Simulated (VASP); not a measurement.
# Nb6HN6 in VASP: single point with PBE+D3(BJ)

Aim: the single point of Nb6HN6 with PBE+D3(BJ).

All numbers are computed with VASP 6.6.1; they aren't measurements. Logs are shortened: lines on timing, memory, paths and dates and some standing lists are left out, and cuts for length are marked.

## Step 1: The cell of the first run

The cell holds a slab with vacuum, 26 atoms: a = 6.201 Å, b = 6.201 Å, c = 24.329 Å, α = 90.00°, β = 90.00°, γ = 120.00°.

## Step 2: Single point, PBE+D3(BJ)

Input file INCAR:

```
PREC = Accurate ; ENCUT = 520
EDIFF = 1E-6 ; ISMEAR = 0
SIGMA = 0.1 ; LREAL = False
LASPH = True ; NELM = 120
ALGO = Normal ; ISIF = 2
LWAVE = False ; LCHARG = False
LDIPOL = True ; IDIPOL = 3
DIPOL = 0.5 0.5 0.476 ; GGA = PE
IVDW = 12 ; NBANDS = 128
GGA_COMPAT = False ; NELMDL = -8
```

Input file KPOINTS:

```
regular mesh
0
Gamma
  4 4 1
```

Input file POSCAR:

```
Nb6HN6
1.0
    6.2011598392      0.0000000000      0.0000000000
   -3.1005799196      5.3703619537      0.0000000000
    0.0000000000      0.0000000000     24.3290322582
Nb N H
12 12 2
Direct
    0.1666666667      0.3333333333      0.3288252452
    0.1666666667      0.8333333333      0.3288252452
    0.6666666667      0.3333333333      0.3288252452
    0.6666666667      0.8333333333      0.3288252452
    0.5000000000      0.5000000000      0.4328825246
    0.5000000000      0.0000000000      0.4328825246
    0.0000000000      0.5000000000      0.4328825246
    0.0000000000      0.0000000000      0.4328825246
    0.8191941065      0.6616095990      0.5452933370
    0.8208820528      0.1586160049      0.5460499163
    0.3214049320      0.6613110804      0.5483764186
    0.3278880343      0.1644996333      0.5283954793
    0.3333333333      0.1666666667      0.3808538849
    0.3333333333      0.6666666667      0.3808538849
    0.8333333333      0.1666666667      0.3808538849
    0.8333333333      0.6666666667      0.3808538849
    0.6830259168      0.3406435554      0.4838649806
    0.6640544682      0.8325365617      0.4852310053
    0.1575981712      0.3438774663      0.4839215010
    0.1582713031      0.8141717866      0.4838755121
   -0.0083537163      0.4963878685      0.5818256063
   -0.0091090093     -0.0049298927      0.5779262272
    0.4945426840      0.5013533419      0.5797001938
    0.4948074442     -0.0059151830      0.5797488078
    0.1504438030      0.9194773330      0.6767049533
    0.1555059462      0.8463699240      0.7008207646
```

Potentials or basis: VASP PAW PBE potentials, release 64 (Nb_sv, N, H).

Command:

```bash
cat potpaw_PBE.64/Nb_sv/POTCAR potpaw_PBE.64/N/POTCAR potpaw_PBE.64/H/POTCAR > POTCAR
mpirun -np 1 vasp_std > vasp.out
```

OUTCAR:

```text
PREC = Accurate
   ENCUT = 520
   EDIFF = 1E-6
   ISMEAR = 0
   LREAL = False
   LASPH = True
   NELM = 120
   ISIF = 2
   GGA = PE
   IVDW = 12
   NELMDL = -8
 IVDW          = 12

 ion  position               nearest neighbor table
   1  0.167  0.333  0.329-  13 2.19  15 2.19  14 2.19
   2  0.167  0.833  0.329-  14 2.19  16 2.19  13 2.19
   3  0.667  0.333  0.329-  15 2.19  13 2.19  16 2.19
   4  0.667  0.833  0.329-  16 2.19  14 2.19  15 2.19
   5  0.500  0.500  0.433-  16 2.19  13 2.19  14 2.19  18 2.19  17 2.22  19 2.22  12 2.94
   6  0.500  0.000  0.433-  18 2.19  15 2.19  14 2.19  13 2.19  17 2.21  20 2.22  12 2.94
   7  0.000  0.500  0.433-  19 2.09  20 2.09  17 2.11  14 2.19  15 2.19  16 2.19
   8  0.000  0.000  0.433-  13 2.19  16 2.19  15 2.19  18 2.21  19 2.23  20 2.23  12 2.92
   9  0.819  0.662  0.545-  23 1.93  22 1.96  21 2.02  18 2.28  17 2.29  20 2.36
  10  0.821  0.159  0.546-  24 1.93  22 1.95  21 2.01  18 2.29  17 2.29  19 2.36
  11  0.321  0.661  0.548-  24 1.94  23 1.94  21 1.95  20 2.31  19 2.32  18 2.40
  12  0.328  0.164  0.528-  19 2.17  20 2.17  22 2.17  17 2.19  23 2.20  24 2.20   8 2.92   5 2.94
                             6 2.94
  13  0.333  0.167  0.381-   1 2.19   8 2.19   5 2.19   6 2.19   3 2.19   2 2.19
  14  0.333  0.667  0.381-   2 2.19   7 2.19   6 2.19   4 2.19   5 2.19   1 2.19
  15  0.833  0.167  0.381-   3 2.19   6 2.19   7 2.19   1 2.19   8 2.19   4 2.19
  16  0.833  0.667  0.381-   4 2.19   5 2.19   8 2.19   7 2.19   2 2.19   3 2.19
  17  0.683  0.341  0.484-   7 2.11  12 2.19   6 2.21   5 2.22   9 2.29  10 2.29
  18  0.664  0.833  0.485-   6 2.19   5 2.19   8 2.21   9 2.28  10 2.29  11 2.40
  19  0.158  0.344  0.484-   7 2.09  12 2.17   5 2.22   8 2.23  11 2.32  10 2.36
  20  0.158  0.814  0.484-   7 2.09  12 2.17   6 2.22   8 2.23  11 2.31   9 2.36
  21  0.992  0.496  0.582-  11 1.95  10 2.01   9 2.02
  22  0.991  0.995  0.578-  10 1.95   9 1.96  12 2.17
  23  0.495  0.501  0.580-   9 1.93  11 1.94  12 2.20
  24  0.495  0.994  0.580-  10 1.93  11 1.94  12 2.20
  25  0.150  0.919  0.677-  26 0.75
  26  0.156  0.846  0.701-  25 0.75

  LATTYP: Found a hexagonal cell.
 ALAT       =     6.2011598392
 C/A-ratio  =     3.9233035253

  Lattice vectors:

 A1 = (   6.2011598392,   0.0000000000,   0.0000000000)
 A2 = (  -3.1005799196,   5.3703619537,   0.0000000000)
 A3 = (   0.0000000000,   0.0000000000,  24.3290322582)

Analysis of symmetry for initial positions (statically):
=====================================================================
 Subroutine PRICEL returns:
 Original cell was already a primitive cell.

 Routine SETGRP: Setting up the symmetry group for a
 hexagonal supercell.

 Subroutine GETGRP returns: Found  1 space group operations
 (whereof  1 operations were pure point group operations)
 out of a pool of 24 trial point group operations.

The static configuration has the point symmetry C_1 .

Analysis of symmetry for dynamics (positions and initial velocities):
=====================================================================
 Subroutine PRICEL returns:
 Original cell was already a primitive cell.

 Routine SETGRP: Setting up the symmetry group for a
 hexagonal supercell.

 Subroutine GETGRP returns: Found  1 space group operations
 (whereof  1 operations were pure point group operations)
 out of a pool of 24 trial point group operations.

The dynamic configuration has the point symmetry C_1 .

 Subroutine INISYM returns: Found  1 space group operations
 (whereof  1 operations are pure point group operations),
 and found     1 'primitive' translations

----------------------------------------------------------------------------------------

                                     Primitive cell

  volume of cell :     810.2169

  direct lattice vectors                    reciprocal lattice vectors
     6.201159839  0.000000000  0.000000000     0.161260156  0.093103594  0.000000000
    -3.100579920  5.370361954  0.000000000     0.000000000  0.186207188  0.000000000
     0.000000000  0.000000000 24.329032258     0.000000000  0.000000000  0.041103156

  length of vectors
     6.201159839  6.201159839 24.329032258     0.186207188  0.186207188  0.041103156

  position of ions in fractional coordinates (direct lattice)
     0.166666667  0.333333333  0.328825245
     0.166666667  0.833333333  0.328825245
     0.666666667  0.333333333  0.328825245
     0.666666667  0.833333333  0.328825245
     0.500000000  0.500000000  0.432882525
     0.500000000  0.000000000  0.432882525
[... 18 lines left out ...]
     0.150443803  0.919477333  0.676704953
     0.155505946  0.846369924  0.700820765

  ion indices of the primitive-cell ions
   primitive index   ion index
[... 47 lines left out ...]

 Subroutine IBZKPT returns following result:
 ===========================================

 Found     10 irreducible k-points:

 Following reciprocal coordinates:
            Coordinates               Weight
  0.000000  0.000000  0.000000      1.000000
  0.250000 -0.000000  0.000000      2.000000
  0.000000  0.250000  0.000000      2.000000
 -0.250000  0.250000  0.000000      2.000000
  0.500000 -0.000000  0.000000      1.000000
  0.000000  0.500000  0.000000      1.000000
  0.500000  0.500000  0.000000      1.000000
  0.250000  0.250000  0.000000      2.000000
 -0.250000  0.500000  0.000000      2.000000
  0.500000  0.250000  0.000000      2.000000
   k-points           NKPTS =     10   k-points in BZ     NKDIM =     10   number of bands    NBANDS=    128
   number of dos      NEDOS =    301   number of ions     NIONS =     26
   total plane-waves  NPLWV = 442368
   dimension x,y,z NGX =    48 NGY =   48 NGZ =  192
   dimension x,y,z NGXF=    96 NGYF=   96 NGZF=  384
   ions per type =              12  12   2
   NGX,Y,Z   is equivalent  to a cutoff of  12.87, 12.87, 13.12 a.u.
   NGXF,Y,Z  is equivalent  to a cutoff of  25.74, 25.74, 26.24 a.u.
 SYSTEM =  unknown system
   PREC   = accura    normal or accurate (medium, high low for compatibility)
   ISTART =      0    job   : 0-new  1-cont  2-samecut
   ICHARG =      2    charge: 1-file 2-atom 10-const
   ISPIN  =      1    spin polarized calculation?
   LNONCOLLINEAR =      F non collinear calculations
   LSORBIT =      F    spin-orbit coupling
   LASPH  =      T    aspherical Exc in radial PAW
   ENCUT  =  520.0 eV  38.22 Ry    6.18 a.u.  11.53 11.53 45.24*2*pi/ulx,y,z
   NELM   =    120;   NELMIN=  2; NELMDL= -8     # of ELM steps
   EDIFF  = 0.1E-05   stopping-criterion for ELM
   LREAL  =      F    real-space projection
   EDIFFG = 0.1E-04   stopping-criterion for IOM
   NSW    =      0    number of steps for IOM
   IBRION =     -1    ionic relax: 0-MD 1-quasi-New 2-CG
   NFREE  =      0    steps in history (QN), initial steepest desc. (CG)
   ISIF   =      2    stress and relaxation
   ISYM   =      2    0-nonsym 1-usesym 2-fastsym
   POTIM  = 0.5000    time-step for ionic-motion
   TEBEG  =    0.0;   TEEND  =   0.0 temperature during run
   PSTRESS=    0.0 pullay stress
   NELECT =     218.0000    total number of electrons
   NUPDOWN=      -1.0000    fix difference up-down
   EMIN   =  10.00;   EMAX   =-10.00  energy-range for DOS
   EFERMI =   0.00;   METHOD = LEGACY
   ISMEAR =     0;   SIGMA  =   0.10  broadening in eV -4-tet -1-fermi 0-gaus
   EFERMI_NEDOS =   21; number of points for ismear=-14 and -15
   IALGO  =     38    algorithm
   IMIX   =      4    mixing-type and parameters
     AMIX     =   0.40;   BMIX     =  1.00
     AMIX_MAG =   1.60;   BMIX_MAG =  1.00
  volume/ion in A,a.u.               =      31.16       210.29
  Fermi-wavevector in a.u.,A,eV,Ry     =   1.056882  1.997218 15.197706  1.117000
  Thomas-Fermi vector in A             =   2.192134
   LORBIT       =      0    0 simple, 1 ext, 2 COOP (PROOUT), +10 PAW based schemes
   GGA     = PE    functional components
   LHFCALC =     F    Hartree Fock is set to
   AEXX    =    0.0000 exact exchange contribution
   IVDW    =    12    specifies the selected vdW correction
   LEPSILON=     F    determine dielectric tensor
   LRPA    =     F    only Hartree local field effects (RPA)
 non-spin polarized calculation
 Gauss-broadening in eV      SIGMA  =   0.10
  energy-cutoff  :      520.00
  volume of cell :      810.22
 maximum number of plane-waves:     21907
 NGX is ok and might be reduce to    48
   NGX = 23   NGY = 23   NGZ = 91

 dipolmoment           0.000000      0.000000     -0.048351 electrons x Angstroem

 number of electron     218.0000003 magnetization

 dipolmoment           0.000000      0.000000      0.129449 electrons x Angstroem

 Free energy of the ion-electron system (eV)
  ---------------------------------------------------
  ext. energy  EPLUGINS =         0.00000000
  ---------------------------------------------------
  free energy    TOTEN  =      -243.66457432 eV

  energy without entropy =     -243.60692421  energy(sigma->0) =     -243.63574926

 E-fermi :   0.7325     XC(G=0):  -5.2570

 val. band max:        0.7142771416   @ k =   0.2500  -0.0000   0.0000
 cond. band min:       0.7339544752   @ k =   0.5000   0.5000   0.0000
 fundamental gap:      0.0196773336
 Fermi energy:         0.7325425839

 k-point     1 :       0.0000    0.0000    0.0000
  band No.  band energies     occupation
      1     -55.7806      2.00000
      2     -55.6224      2.00000
      3     -55.5513      2.00000
      4     -55.5421      2.00000
      5     -55.4859      2.00000
      6     -55.4262      2.00000
[... 1229 lines left out ...]
    120       2.0484      0.00000
    121       2.0575      0.00000
 [bands above 121 left out]

------------------------ aborting loop because EDIFF is reached ----------------------------------------

 vacuum level on the upper side and lower side of the slab       (xc-potential included)         0.249        -0.394

 Edisp (eV)   -8.62674

 E8    (eV) :    -3.8645

  FORCE on cell =-STRESS in cart. coord.  units (eV):
  Direction    XX          YY          ZZ          XY          YZ          ZX
  --------------------------------------------------------------------------------------
  -------------------------------------------------------------------------------------
  Total      -6.22236    -6.53334    -3.07228     0.13739     0.19042     0.37078
  in kB     -12.30450   -12.91947    -6.07534     0.27168     0.37655     0.73320
  external pressure =      -10.43 kB  Pullay stress =        0.00 kB

 VOLUME and BASIS-vectors are now :
 -----------------------------------------------------------------------------
  energy-cutoff  :      520.00
  volume of cell :      810.22
      direct lattice vectors                 reciprocal lattice vectors
     6.201159839  0.000000000  0.000000000     0.161260156  0.093103594  0.000000000
    -3.100579920  5.370361954  0.000000000     0.000000000  0.186207188  0.000000000
     0.000000000  0.000000000 24.329032258     0.000000000  0.000000000  0.041103156

 POSITION                                       TOTAL-FORCE (eV/Angst)
 -----------------------------------------------------------------------------------
      0.00000      1.79012      8.00000         0.008861     -0.064080      0.927572
     -1.55029      4.47530      8.00000        -0.051529      0.045073      0.930066
      3.10058      1.79012      8.00000        -0.063346     -0.032549      0.963561
      1.55029      4.47530      8.00000        -0.071292     -0.032825      0.393939
      1.55029      2.68518     10.53161         0.108632     -0.897057      0.547310
      3.10058      0.00000     10.53161        -0.695601      0.547700      0.521298
[... 18 lines left out ...]
     -1.91799      4.93793     16.46358         0.012693     -0.016415      0.027270
     -1.65992      4.54531     17.05029        -0.011156      0.017791     -0.025504
 -----------------------------------------------------------------------------------
    total drift:                                0.000350      0.000090      0.001660

  FREE ENERGIE OF THE ION-ELECTRON SYSTEM (eV)
  ---------------------------------------------------
  free  energy   TOTEN  =      -252.2913142147 eV

  energy  without entropy=     -252.2336641057  energy(sigma->0) =     -252.26248916

 vacuum level on the upper side and lower side of the slab         6.246         5.614
```

Wall time 67 min (1 thread of Intel Xeon 6975P-C (Granite Rapids), shared host); peak memory 1.3 GiB.

What came out:

```yaml
Free_energy: -252.2913 eV
Largest_force: 1.490 eV/Å
Band_gap_on_the_k_mesh: zero (bands 109 and 110 overlap by 0.11 eV)
Dispersion_energy_per_atom: -0.332 eV
```

Forces on the atoms (eV/Å):
```
Nb   0.009 -0.064  0.928
Nb  -0.052  0.045  0.930
Nb  -0.063 -0.033  0.964
Nb  -0.071 -0.033  0.394
Nb   0.109 -0.897  0.547
Nb  -0.696  0.548  0.521
Nb  -0.009 -0.024 -0.201
Nb   0.755  0.443  0.485
Nb   0.008 -0.008 -0.004
Nb  -0.013  0.004  0.004
Nb  -0.006  0.000  0.008
Nb   0.010 -0.006 -0.005
N    0.007 -0.004 -1.490
N   -0.097 -0.046 -0.961
N    0.013  0.122 -1.023
N    0.115 -0.053 -1.013
N   -0.008  0.001 -0.007
N   -0.008  0.002 -0.010
N   -0.003 -0.001 -0.004
N   -0.003  0.003 -0.006
N    0.014 -0.005 -0.015
N   -0.010  0.008 -0.020
N   -0.013  0.006 -0.004
N    0.011 -0.010 -0.018
H    0.013 -0.016  0.027
H   -0.011  0.018 -0.026
```

Levels at points of the mesh, in eV from the Fermi level:
| k point | band 106 | band 107 | band 108 | band 109 | band 110 | band 111 | band 112 | band 113 |
| --- | --- | --- | --- | --- | --- | --- | --- | --- |
| (0.00, 0.00, 0.00) | -0.32 | -0.27 | 0.06 | 0.08 | 0.10 | 0.39 | 0.45 | 0.54 |
| (0.50, 0.00, 0.00) | -0.45 | -0.16 | -0.14 | 0.01 | 0.20 | 0.32 | 0.40 | 0.55 |
| (0.00, 0.50, 0.00) | -0.45 | -0.20 | -0.07 | 0.01 | 0.12 | 0.30 | 0.41 | 0.54 |
| (0.50, 0.50, 0.00) | -0.46 | -0.20 | -0.07 | 0.00 | 0.12 | 0.31 | 0.41 | 0.54 |
